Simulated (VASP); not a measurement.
The system is MoS2.

```
Mo S
1.0
     3.22746    0.00000    0.00000
    -1.61373    2.79507    0.00000
     0.00000    0.00000    6.31247
Mo S
1 2
Cartesian
  0.0000 0.0000 3.1562
  1.6137 0.9317 4.7008
  0.0000 1.8634 1.6117
```

Base run:

```yaml
Program: VASP 6.6.1
Functional: RPBE
Potentials_or_basis: VASP PAW PBE potentials, release 64 (Mo_sv, S)
Cutoff: 520 eV
k_mesh: 9 × 9 × 4
Occupations: fermi-dirac, width 0.05 eV
Spin: no spin polarisation
```

Its results: band gap on the k mesh zero (bands 13 and 14 overlap by 1.05 eV); pressure 3.4 GPa; largest force 0.342 eV/Å.

Task: After a change of settings the same cell gave: band gap on the k mesh zero (bands 13 and 14 overlap by 1.05 eV); pressure 2.8 GPa; largest force 0.319 eV/Å. Which change was it?
A. functional from RPBE to PBE; occupations from fermi-dirac, width 0.05 eV to gaussian, width 0.03 eV
B. functional from RPBE to revPBE
C. functional from RPBE to HSE06; k mesh from 9 × 9 × 4 to 5 × 5 × 2
D. functional from RPBE to b88 exchange, pbe correlation; cutoff from 520 eV to 500 eV; further incar settings from ALGO = Normal; EDIFF = 1e-07; NBANDS = 20 to ALGO = Normal; EDIFF = 1e-06; NBANDS = 20

Result: B.

Caveats: the PAW data sets were made with another functional, which shifts forces and pressure a little; this functional lacks dispersion, which binds the layers, so the pressure and a relaxed spacing across them are unreliable; the cell stands under pressure (at least some runs).
